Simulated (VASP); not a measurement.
# Sc (P6_3/mmc) in VASP: further runs

Runs on Sc. Level: LDA. Tasks: single point.

All numbers are computed with VASP 6.6.1; they aren't measurements. Logs are shortened: lines on timing, memory, paths and dates and some standing lists are left out, and cuts for length are marked.

## (1) The cell of the first run

It takes space group P6_3/mmc (No. 194, hexagonal). The conventional cell has a = 3.241 Å, b = 3.241 Å, c = 5.166 Å, α = 90.00°, β = 90.00°, γ = 120.00°. Sc (site symmetry -6m2) has 12 Sc at 3.19 to 3.24 Å within 4.2 Å.

## (2) Single point, LDA

Input file INCAR:

```
SYSTEM = Sc
  ALGO = Normal
  EDIFF = 1E-6
  ENCUT = 520
  GGA = CA
  ISIF = 2
  ISMEAR = 0
  LASPH = .True.
  LCHARG = .False.
  LREAL = .False.
  LWAVE = .False.
  NBANDS = 18
  NELM = 100
  PREC = Accurate
  SIGMA = 0.05
```

Input file KPOINTS:

```
k-points
0
Gamma
  9 9 5
  0 0 0
```

Input file POSCAR:

```
Sc
1.0
    3.2414504337      0.0000000000      0.0000000000
   -1.6207252169      2.8071784207      0.0000000000
    0.0000000000      0.0000000000      5.1656514271
Sc
2
Direct
    0.6666666667      0.3333333333      0.7500000000
    0.3333333333      0.6666666667      0.2500000000
```

Potentials or basis: VASP PAW LDA potentials, release 64 (Sc_sv).

Launch:

```sh
> cat potpaw_LDA.64/Sc_sv/POTCAR > POTCAR
> mpirun -np 1 vasp_std > vasp.out
```

OUTCAR:

```text
SYSTEM = Sc
   EDIFF = 1E-6
   ENCUT = 520
   GGA = CA
   ISIF = 2
   ISMEAR = 0
   LASPH = .True.
   LREAL = .False.
   NELM = 100
   PREC = Accurate

 ion  position               nearest neighbor table
   1  0.667  0.333  0.750-   2 3.19   2 3.19   2 3.19   2 3.19   2 3.19   2 3.19
   2  0.333  0.667  0.250-   1 3.19   1 3.19   1 3.19   1 3.19   1 3.19   1 3.19

  LATTYP: Found a hexagonal cell.
 ALAT       =     3.2414504337
 C/A-ratio  =     1.5936234512

  Lattice vectors:

 A1 = (   3.2414504337,   0.0000000000,   0.0000000000)
 A2 = (  -1.6207252169,   2.8071784207,   0.0000000000)
 A3 = (   0.0000000000,   0.0000000000,   5.1656514271)

Analysis of symmetry for initial positions (statically):
=====================================================================
 Subroutine PRICEL returns:
 Original cell was already a primitive cell.

 Routine SETGRP: Setting up the symmetry group for a
 hexagonal supercell.

 Subroutine GETGRP returns: Found 24 space group operations
 (whereof 12 operations were pure point group operations)
 out of a pool of 24 trial point group operations.

The static configuration has the point symmetry D_3d.
 The point group associated with its full space group is D_6h.

Analysis of symmetry for dynamics (positions and initial velocities):
=====================================================================
 Subroutine PRICEL returns:
 Original cell was already a primitive cell.

 Routine SETGRP: Setting up the symmetry group for a
 hexagonal supercell.

 Subroutine GETGRP returns: Found 24 space group operations
 (whereof 12 operations were pure point group operations)
 out of a pool of 24 trial point group operations.

The dynamic configuration has the point symmetry D_3d.
 The point group associated with its full space group is D_6h.

 Subroutine INISYM returns: Found 24 space group operations
 (whereof 12 operations are pure point group operations),
 and found     1 'primitive' translations

----------------------------------------------------------------------------------------

                                     Primitive cell

  volume of cell :      47.0040

  direct lattice vectors                    reciprocal lattice vectors
     3.241450434  0.000000000  0.000000000     0.308503869  0.178114792  0.000000000
    -1.620725217  2.807178421  0.000000000     0.000000000  0.356229584  0.000000000
     0.000000000  0.000000000  5.165651427     0.000000000  0.000000000  0.193586426

  length of vectors
     3.241450434  3.241450434  5.165651427     0.356229584  0.356229584  0.193586426

  position of ions in fractional coordinates (direct lattice)
     0.666666667  0.333333333  0.750000000
     0.333333333  0.666666667  0.250000000

  ion indices of the primitive-cell ions
   primitive index   ion index
                 1           1
                 2           2

----------------------------------------------------------------------------------------

 KPOINTS: k-points

Automatic generation of k-mesh.
 Grid dimensions read from file:
 generate k-points for:    9    9    5

 Generating k-lattice:

  Cartesian coordinates                     Fractional coordinates (reciprocal lattice)
     0.034278208  0.019790532  0.000000000     0.111111111  0.000000000  0.000000000
     0.000000000  0.039581065  0.000000000     0.000000000  0.111111111  0.000000000
     0.000000000  0.000000000  0.038717285     0.000000000  0.000000000  0.200000000

  Length of vectors
     0.039581065  0.039581065  0.038717285

  Shift w.r.t. Gamma in fractional coordinates (k-lattice)
     0.000000000  0.000000000  0.000000000

 Subroutine IBZKPT returns following result:
 ===========================================

 Found     36 irreducible k-points:

 Following reciprocal coordinates:
            Coordinates               Weight
  0.000000  0.000000  0.000000      1.000000
  0.111111  0.000000  0.000000      6.000000
  0.222222  0.000000  0.000000      6.000000
  0.333333 -0.000000  0.000000      6.000000
  0.444444  0.000000  0.000000      6.000000
  0.111111  0.111111  0.000000      6.000000
[... 16 lines left out ...]
  0.333333  0.222222  0.200000     24.000000
  0.333333  0.333333  0.200000      4.000000
 [... further k-points ...]
   k-points           NKPTS =     36   k-points in BZ     NKDIM =     36   number of bands    NBANDS=     18
   number of dos      NEDOS =    301   number of ions     NIONS =      2
   total plane-waves  NPLWV =  23040
   dimension x,y,z NGX =    24 NGY =   24 NGZ =   40
   dimension x,y,z NGXF=    48 NGYF=   48 NGZF=   80
   ions per type =               2
   NGX,Y,Z   is equivalent  to a cutoff of  12.31, 12.31, 12.87 a.u.
   NGXF,Y,Z  is equivalent  to a cutoff of  24.62, 24.62, 25.75 a.u.
 SYSTEM =  Sc
   PREC   = accura    normal or accurate (medium, high low for compatibility)
   ISTART =      0    job   : 0-new  1-cont  2-samecut
   ICHARG =      2    charge: 1-file 2-atom 10-const
   ISPIN  =      1    spin polarized calculation?
   LNONCOLLINEAR =      F non collinear calculations
   LSORBIT =      F    spin-orbit coupling
   LASPH  =      T    aspherical Exc in radial PAW
   ENCUT  =  520.0 eV  38.22 Ry    6.18 a.u.   6.03  6.03  9.60*2*pi/ulx,y,z
   NELM   =    100;   NELMIN=  2; NELMDL= -5     # of ELM steps
   EDIFF  = 0.1E-05   stopping-criterion for ELM
   LREAL  =      F    real-space projection
   EDIFFG = 0.1E-04   stopping-criterion for IOM
   NSW    =      0    number of steps for IOM
   IBRION =     -1    ionic relax: 0-MD 1-quasi-New 2-CG
   NFREE  =      0    steps in history (QN), initial steepest desc. (CG)
   ISIF   =      2    stress and relaxation
   ISYM   =      2    0-nonsym 1-usesym 2-fastsym
   POTIM  = 0.5000    time-step for ionic-motion
   TEBEG  =    0.0;   TEEND  =   0.0 temperature during run
   PSTRESS=    0.0 pullay stress
   NELECT =      22.0000    total number of electrons
   NUPDOWN=      -1.0000    fix difference up-down
   EMIN   =  10.00;   EMAX   =-10.00  energy-range for DOS
   EFERMI =   0.00;   METHOD = LEGACY
   ISMEAR =     0;   SIGMA  =   0.05  broadening in eV -4-tet -1-fermi 0-gaus
   EFERMI_NEDOS =   21; number of points for ismear=-14 and -15
   IALGO  =     38    algorithm
   IMIX   =      4    mixing-type and parameters
     AMIX     =   0.40;   BMIX     =  1.00
     AMIX_MAG =   1.60;   BMIX_MAG =  1.00
  volume/ion in A,a.u.               =      23.50       158.60
  Fermi-wavevector in a.u.,A,eV,Ry     =   1.271074  2.401982 21.981974  1.615630
  Thomas-Fermi vector in A             =   2.404027
   LORBIT       =      0    0 simple, 1 ext, 2 COOP (PROOUT), +10 PAW based schemes
   GGA     = CA    functional components
   LHFCALC =     F    Hartree Fock is set to
   AEXX    =    0.0000 exact exchange contribution
   IVDW    =     0    specifies the selected vdW correction
   LEPSILON=     F    determine dielectric tensor
   LRPA    =     F    only Hartree local field effects (RPA)
 non-spin polarized calculation
 Gauss-broadening in eV      SIGMA  =   0.05
  energy-cutoff  :      520.00
  volume of cell :       47.00
 maximum number of plane-waves:      1290
   NGX = 13   NGY = 13   NGZ = 19

 number of electron      21.9999996 magnetization

 Free energy of the ion-electron system (eV)
  ---------------------------------------------------
  ext. energy  EPLUGINS =         0.00000000
  ---------------------------------------------------
  free energy    TOTEN  =       -13.42825170 eV

  energy without entropy =      -13.42207562  energy(sigma->0) =      -13.42516366

 E-fermi :   3.7418     XC(G=0): -10.3416

 val. band max:        3.7382662303   @ k =   0.3333  -0.0000   0.4000
 cond. band min:       3.7467999834   @ k =   0.3333   0.1111   0.2000
 fundamental gap:      0.0085337531
 Fermi energy:         3.7418053319

 k-point     1 :       0.0000    0.0000    0.0000
  band No.  band energies     occupation
      1     -44.9540      2.00000
      2     -44.8692      2.00000
      3     -24.1637      2.00000
      4     -23.7480      2.00000
      5     -23.7480      2.00000
      6     -23.6769      2.00000
[... 10 lines left out ...]
     17       6.1884      0.00000
     18       6.1884      0.00000

 k-point     2 :       0.1111    0.0000    0.0000
  band No.  band energies     occupation
      1     -44.9464      2.00000
      2     -44.8661      2.00000
      3     -24.1444      2.00000
      4     -23.7878      2.00000
      5     -23.7611      2.00000
      6     -23.7182      2.00000
[... 10 lines left out ...]
     17       5.9885      0.00000
     18       6.0217      0.00000

 k-point     3 :       0.2222    0.0000    0.0000
  band No.  band energies     occupation
      1     -44.9262      2.00000
      2     -44.8589      2.00000
      3     -24.0916      2.00000
      4     -23.8894      2.00000
      5     -23.8194      2.00000
      6     -23.7926      2.00000
[... 10 lines left out ...]
     17       6.2681      0.00000
     18       6.5070      0.00000

 k-point     4 :       0.3333   -0.0000    0.0000
  band No.  band energies     occupation
      1     -44.9013      2.00000
      2     -44.8526      2.00000
      3     -24.0194      2.00000
      4     -24.0063      2.00000
      5     -23.9291      2.00000
      6     -23.8269      2.00000
[... 375 lines left out ...]
      4     -24.0075      2.00000
      5     -23.8900      2.00000
      6     -23.8705      2.00000
[... 10 lines left out ...]
     17       7.3092      0.00000
     18       7.6200      0.00000

 k-point    23 :       0.3333    0.2222    0.2000
  band No.  band energies     occupation
      1     -44.8700      2.00000
      2     -44.8545      2.00000
      3     -24.0605      2.00000
      4     -24.0158      2.00000
      5     -23.9361      2.00000
      6     -23.8559      2.00000
[... 10 lines left out ...]
     17       7.3191      0.00000
     18       7.8074      0.00000

 k-point    24 :       0.3333    0.3333    0.2000
  band No.  band energies     occupation
      1     -44.8595      2.00000
      2     -44.8595      2.00000
      3     -24.0111      2.00000
      4     -24.0022      2.00000
      5     -24.0022      2.00000
      6     -23.8817      2.00000
[... 10 lines left out ...]
     17       7.4871      0.00000
     18       7.4871      0.00000

 [... further k-points ...]
[... 5 lines left out ...]
  --------------------------------------------------------------------------------------
  -------------------------------------------------------------------------------------
  Total       -0.4755034     -0.4755034     -1.0947775      0.0000000      0.0000000      0.0000000
  in kB      -16.2080107    -16.2080107    -37.3165902      0.0000000      0.0000000      0.0000000
  external PRESSURE =     -23.2442039 kB  Pullay stress =       0.0000000 kB

 VOLUME and BASIS-vectors are now :
 -----------------------------------------------------------------------------
  energy-cutoff  :      520.00
  volume of cell :       47.00
      direct lattice vectors                 reciprocal lattice vectors
     3.241450434  0.000000000  0.000000000     0.308503869  0.178114792  0.000000000
    -1.620725217  2.807178421  0.000000000     0.000000000  0.356229584  0.000000000
     0.000000000  0.000000000  5.165651427     0.000000000  0.000000000  0.193586426

 POSITION                                       TOTAL-FORCE (eV/Angst)
 -----------------------------------------------------------------------------------
      1.62073      0.93573      3.87424        -0.000000     -0.000000      0.000000
     -0.00000      1.87145      1.29141         0.000000      0.000000      0.000000
 -----------------------------------------------------------------------------------
    total drift:                               -0.000000      0.000000     -0.000000

  FREE ENERGIE OF THE ION-ELECTRON SYSTEM (eV)
  ---------------------------------------------------
  free  energy   TOTEN  =       -13.4282517018 eV

  energy  without entropy=      -13.4220756234  energy(sigma->0) =      -13.42516366
```

Wall time 23 s (1 thread of Intel Xeon Platinum 8259CL at 2.50GHz (Skylake/Cascade Lake), shared host); peak memory 0.15 GiB.

Results:

- Free energy: -13.4283 eV
- Pressure: -2.3 GPa
- Band gap on the k mesh: zero (band 11 reaches 4.43 eV, above the bottom of band 12 at 3.19 eV)

Stress tensor (GPa, compression positive):
```
-1.62  0.00  0.00
 0.00 -1.62  0.00
 0.00  0.00 -3.73
```

## (3) Single point, LDA

This run uses another cell than the first one, of 24.00 Å³/atom, 1.021 times its volume.

Input file INCAR:

```
SYSTEM = Sc
PREC = Accurate ; ENCUT = 520
EDIFF = 1E-6 ; ISMEAR = 0
SIGMA = 0.05 ; LREAL = .False.
LASPH = .True. ; NELM = 80
ALGO = Normal ; ISIF = 2
LWAVE = .False. ; LCHARG = .False.
GGA = CA ; NBANDS = 18
```

Input file KPOINTS:

```
Automatic mesh
0
Gamma
  9 9 5
  0 0 0
```

Input file POSCAR:

```
Sc
1.0
    3.2642783016      0.0000000000      0.0000000000
   -1.6321391508      2.8269479342      0.0000000000
    0.0000000000      0.0000000000      5.2020304526
Sc
2
Direct
    0.6666666667      0.3333333333      0.7500000000
    0.3333333333      0.6666666667      0.2500000000
```

Potentials or basis: VASP PAW LDA potentials, release 64 (Sc_sv).

Launch:

```sh
> cat potpaw_LDA.64/Sc_sv/POTCAR > POTCAR
> mpirun -np 1 vasp_std > vasp.out
```

Run time: 22 s. Hardware: 1 thread of Intel Xeon Platinum 8259CL at 2.50GHz (Skylake/Cascade Lake), shared host; peak memory 0.15 GiB.

It converged, with:

* Free energy: -13.4107 eV
* Pressure: -3.4 GPa
* Band gap on the k mesh: zero (band 11 reaches 4.29 eV, above the bottom of band 12 at 3.09 eV)

Stress tensor (GPa, compression positive):
```
-2.75  0.00  0.00
 0.00 -2.75  0.00
 0.00  0.00 -4.76
```

Levels at points of the mesh, in eV from the Fermi level:
| k point | band 8 | band 9 | band 10 | band 11 | band 12 | band 13 | band 14 | band 15 |
| --- | --- | --- | --- | --- | --- | --- | --- | --- |
| (0.00, 0.00, 0.00) | -27.47 | -5.13 | -1.72 | 0.60 | 1.59 | 1.59 | 1.71 | 2.02 |

(Part 1 of 2 ends here.)
